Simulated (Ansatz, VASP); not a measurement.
## One calculation of BaH4, two programs

```
Ba H
1.0
    -2.18149    2.18149    3.37568
     2.18149   -2.18149    3.37568
     2.18149    2.18149   -3.37568
Ba H
1 4
Direct
  0.00000 0.00000 0.00000
  0.25000 0.75000 0.50000
  0.75000 0.25000 0.50000
  0.44334 0.44334 0.00000
  0.55666 0.55666 0.00000
```

Change from the starting cell: relaxed end of: species swapped into the SrAl4 type (I4/mmm, No. 139).

Alike in both runs: task single point; functional PBE; k mesh 6 × 6 × 6; occupations gaussian, width 0.1 eV; no spin polarisation.

```csv
,VASP,Ansatz
version,VASP 6.6.1,Ansatz 0.2.0
potentials or method,"VASP PAW PBE potentials, release 64 (Ba_sv, H), cutoff 520 eV","scalar-relativistic, plane waves, PAW"
valence electrons in the cell,14,14
```

VASP gave:

| Property | Result |
| --- | --- |
| gap on the k mesh at the Fermi level (eV) | 2.22 |
| least direct gap on the mesh (eV) | 2.74 |
| pressure (GPa) | 0.4 |
| rms of the force components (eV/Å) | 0.006 |

Problem. Estimate Ansatz's values.

Solution. gap on the k mesh at the Fermi level (eV): 2.38; least direct gap on the mesh (eV): 2.81; pressure (GPa): 0.0; rms of the force components (eV/Å): 0.001.

Atom by atom the forces differ by 0.008 eV/Å (rms over components).

Spin-orbit coupling is off throughout.
